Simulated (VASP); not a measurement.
Here is a VASP 6.6.1 calculation.

File INCAR:

```
PREC = Accurate
ENCUT = 520
EDIFF = 1E-6
ISMEAR = 0
SIGMA = 0.1
LREAL = Auto
LASPH = True
NELM = 100
ALGO = Normal
ISIF = 2
LWAVE = False
LCHARG = False
GGA = PE
NBANDS = 90
```

The input KPOINTS:

```
Automatic mesh
0
Gamma
  5 5 5
```

The input POSCAR:

```
Ta5N4
1.0
    2.6317805135      4.5583775637     -2.9218011614
    2.6317805135     -4.5583775637     -2.9218011614
   -5.2635610269      0.0000000000     -2.9218011614
Ta N
10 8
Direct
    0.0225085372      0.0225085372     -0.0192073591
    0.6441581294      0.6441581294      0.6858740258
    0.3333333333      0.3333333333      0.3333333333
    0.8238595183      0.2299111881      0.5060800484
    0.4367554786      0.8428071484      0.1605866183
    0.1678598940      0.4988067727      0.8333333333
    0.8428071484      0.4367554786      0.1605866183
    0.4988067727      0.1678598940      0.8333333333
    0.2299111881      0.8238595183      0.5060800484
    0.8333333333      0.8333333333      0.3333333333
    0.4798546941      0.4798546941      0.0347384856
    0.1868119726      0.1868119726      0.6319281811
   -0.0609788676      0.5863615512      0.5388636219
    0.7276455342      0.0803051154      0.1278030447
    0.3333333333      0.8333333333      0.8333333333
    0.8333333333      0.3333333333      0.8333333333
    0.5863615512      0.9390211324      0.5388636219
    0.0803051154      0.7276455342      0.1278030447
```

Potentials or basis: VASP PAW PBE potentials, release 64 (Ta_pv, N).

The run is started by

```console
$ cat potpaw_PBE.64/Ta_pv/POTCAR potpaw_PBE.64/N/POTCAR > POTCAR
$ mpirun -np 1 vasp_std > vasp.out
```

(1) Predict the largest force.

(2) Estimate the band gap on the k mesh.

(3) Predict the pressure.

## Answers

(1) 0.049 eV/Å.

(2) zero (band 75 reaches 8.16 eV, above the bottom of band 76 at 7.78 eV).

(3) 24.9 GPa.

Caveat: spin-orbit coupling is left out, which moves the levels of the heavy elements.
